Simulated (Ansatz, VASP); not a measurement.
**SiO2: VASP beside Ansatz**

Contents of INCAR:

```
SYSTEM = SiO2
PREC = Accurate
ENCUT = 520
EDIFF = 1E-6
ISMEAR = -1
SIGMA = 0.03
LREAL = .False.
LASPH = .True.
NELM = 80
ALGO = Normal
ISIF = 2
LWAVE = .False.
LCHARG = .True.
GGA = PE
LELF = .True.
LVHAR = .True.
NBANDS = 25
```

File KPOINTS:

```
Automatic mesh
0
Gamma
  6 6 9
  0 0 0
```

POSCAR

```
SiO2
1.0
    4.1801000000      0.0000000000      0.0000000000
    0.0000000000      4.1801000000      0.0000000000
    0.0000000000      0.0000000000      2.6944780000
Si O
2 4
Direct
    0.0000000000      0.0000000000      0.0000000000
    0.5000000000      0.5000000000      0.5000000000
    0.3067000000      0.3067000000      0.0000000000
    0.1933000000      0.8067000000      0.5000000000
    0.6933000000      0.6933000000      0.0000000000
    0.8067000000      0.1933000000      0.5000000000
```

Input for Ansatz:

```yaml
crystal:
  lattice:
    - [4.1801, 0.0, 0.0]
    - [0.0, 4.1801, 0.0]
    - [0.0, 0.0, 2.694478]
  atoms:
    - { symbol: Si, position: [0.0, 0.0, 0.0] }
    - { symbol: Si, position: [0.5, 0.5, 0.5] }
    - { symbol: O, position: [0.3067, 0.3067, 0.0] }
    - { symbol: O, position: [0.1933, 0.8067, 0.5] }
    - { symbol: O, position: [0.6933, 0.6933, 0.0] }
    - { symbol: O, position: [0.8067, 0.1933, 0.5] }
kpoints:
  mp_grid: { grid: [6, 6, 9] }
  band_path:
    path:
      - [0.0, 0.0, 0.0]
      - [0.0, 0.5, 0.0]
      - [0.5, 0.5, 0.0]
      - [0.0, 0.0, 0.0]
      - [0.0, 0.0, 0.5]
      - [0.0, 0.5, 0.5]
      - [0.5, 0.5, 0.5]
      - [0.0, 0.0, 0.5]
      - [0.0, 0.5, 0.0]
    npoints: 5
scf:
  occupations: { method: fermi_dirac, width: 0.03 }
hamiltonian:
  xc: pbe
  pseudopotentials: { kind: all_electron, lapw: { basis_error: 0.001 } }
output:
  forces: true
  stress: true
  eigenvalues: true
```

Change from the starting cell: zz strain of +1 %.

Alike in both runs: task single point; functional PBE; k mesh 6 × 6 × 9; occupations fermi-dirac, width 0.03 eV; no spin polarisation.

```csv
,VASP,Ansatz
version,VASP 6.6.1,Ansatz 0.2.0
potentials or method,"VASP PAW PBE potentials, release 64 (Si, O), cutoff 520 eV","all-electron LAPW, scalar-relativistic"
```

|  | VASP | Ansatz | Ansatz less VASP |
| --- | --- | --- | --- |
| gap on the k mesh at the Fermi level (eV) | 5.40 | 5.42 | +0.026 |
| pressure (GPa) | 7.2 | 7.0 | -0.18 |
| traceless stress, the component that is largest in VASP (GPa) | -2.70 | -3.10 | -0.406 |
| rms of the force components (eV/Å) | 0.109 | 0.101 | -0.0082 |

Atom by atom the forces differ by 0.008 eV/Å (rms over components). Ansatz ran all-electron here, and VASP with PAW potentials.
